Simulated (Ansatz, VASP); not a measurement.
## MgSi3N: VASP beside Ansatz

```
Mg Si N
1.0
     3.78321    0.00000    0.00000
     0.00000    3.78321    0.00000
     0.00000    0.00000    4.79270
Mg Si N
1 3 1
Cartesian
  0.0000 0.0000 0.0000
  0.0000 1.8916 2.3964
  1.8916 0.0000 2.3964
  1.8916 1.8916 0.5157
  1.8916 1.8916 3.1871
```

Change from the starting cell: species swapped into the PrBPt3 type (P4mm, No. 99).

Alike in both runs: task single point; functional PBE; k mesh 4 × 4 × 4; occupations gaussian, width 0.1 eV; collinear spin.

|  | VASP | Ansatz |
| --- | --- | --- |
| version | VASP 6.6.1 | Ansatz 0.2.0 |
| potentials or method | VASP PAW PBE potentials, release 64 (Mg, Si, N), cutoff 520 eV | scalar-relativistic, plane waves, PAW |
| valence electrons in the cell | 19 | 27 |

|  | VASP | Ansatz | Ansatz less VASP |
| --- | --- | --- | --- |
| gap on the k mesh at the Fermi level (eV) | none | none | - |
| pressure (GPa) | 5.4 | 5.5 | +0.06 |
| traceless stress, the component that is largest in VASP (GPa) | -7.48 | -7.46 | +0.021 |
| rms of the force components (eV/Å) | 0.478 | 0.474 | -0.0034 |
| net moment per atom (μB) | 0.00 | 0.00 | 0.000 |

Atom by atom the forces differ by 0.004 eV/Å (rms over components). A gap of «none» marks a metal or a gap that the smearing closes. VASP's potentials hold 19 valence electrons a cell and Ansatz's 27, so a difference there can come from the potentials and not from the codes. Ansatz's warnings: seeded moment not kept.

The k mesh is coarse, so the values compare programs but aren't converged.
